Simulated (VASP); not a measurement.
Here is a VASP 6.6.1 calculation.

Contents of POSCAR:

```
GaN
1.0
    3.1771651428      0.0000000001      0.0000000000
   -1.5885825715      2.7515057256      0.0000000000
    0.0000000000      0.0000000000      5.1752186774
Ga N
2 2
Direct
    0.3333333333      0.6666666667     -0.0008277438
    0.6666666667      0.3333333333      0.4991722562
    0.3333333333      0.6666666667      0.3758277438
    0.6666666667      0.3333333333      0.8758277438
```

Contents of INCAR.step1:

```
ALGO = Normal
EDIFF = 1E-5
ENCUT = 520
GGA = PE
ISIF = 2
ISMEAR = 0
LASPH = True
LREAL = False
LWAVE = True
NBANDS = 26
NELM = 60
PREC = Accurate
SIGMA = 0.05
```

The input INCAR.step2:

```
AEXX = 0.1
ALGO = Normal
EDIFF = 1E-7
ENCUT = 520
GGA = PE
HFSCREEN = 0.20787
ISIF = 2
ISMEAR = 0
ISTART = 1
LASPH = True
LCHARG = True
LELF = True
LHFCALC = True
LREAL = False
LVHAR = True
LWAVE = False
NBANDS = 26
NELM = 60
PREC = Accurate
PRECFOCK = Normal
SIGMA = 0.05
```

File KPOINTS:

```
k-points
0
Gamma
  4 4 4
```

Potentials or basis: VASP PAW PBE potentials, release 64 (Ga_d, N).

Launch:

```console
$ cat potpaw_PBE.64/Ga_d/POTCAR potpaw_PBE.64/N/POTCAR > POTCAR
$ cp INCAR.step1 INCAR
$ mpirun -np 1 vasp_std > vasp.out
$ cp INCAR.step2 INCAR
$ mpirun -np 1 vasp_std > vasp.out
```

Question: Estimate the band gap on the k mesh.

Answer: 2.48 eV.

Question: What does it give for the pressure?

Answer: 4.7 GPa.

Question: What does it give for the largest force?

Answer: 0.006 eV/Å.

Forces in eV/Å, atoms in the order of the input:
```
Ga   0.000  0.000 -0.006
Ga   0.000  0.000 -0.006
N    0.000  0.000  0.006
N    0.000  0.000  0.006
```

Caveat: the k points lie up to 0.57 Å⁻¹ apart; the PAW data sets were made with another functional, which shifts forces and pressure a little.
